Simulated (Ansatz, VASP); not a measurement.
GaN: VASP beside Ansatz

```
CELL_PARAMETERS angstrom
3.21843 0.00000 0.00000
-1.60921 2.78724 0.00000
0.00000 0.00000 5.24303
ATOMIC_POSITIONS crystal
Ga 0.33333 0.66667 0.99913
Ga 0.66667 0.33333 0.49913
N 0.39433 0.69716 0.36459
N 0.66667 0.33333 0.87587
```

Alike in both runs: task single point; functional PBE; k mesh 12 × 12 × 6; occupations gaussian, width 0.05 eV; no spin polarisation.

|  | VASP | Ansatz |
| --- | --- | --- |
| version | VASP 6.6.1 | Ansatz 0.2.0 |
| potentials or method | VASP PAW PBE potentials, release 64 (Ga_d, N), cutoff 520 eV | scalar-relativistic, plane waves, PAW |
| valence electrons in the cell | 36 | 36 |

|  | VASP | Ansatz | Ansatz less VASP |
| --- | --- | --- | --- |
| gap on the k mesh at the Fermi level (eV) | 1.55 | 1.54 | -0.003 |
| least direct gap on the mesh (eV) | 1.55 | 1.54 | -0.003 |
| pressure (GPa) | 1.2 | 1.2 | -0.06 |
| traceless stress, the component that is largest in VASP (GPa) | -3.00 | -3.03 | -0.029 |
| rms of the force components (eV/Å) | 0.562 | 0.567 | +0.0049 |

Atom by atom the forces differ by 0.006 eV/Å (rms over components).
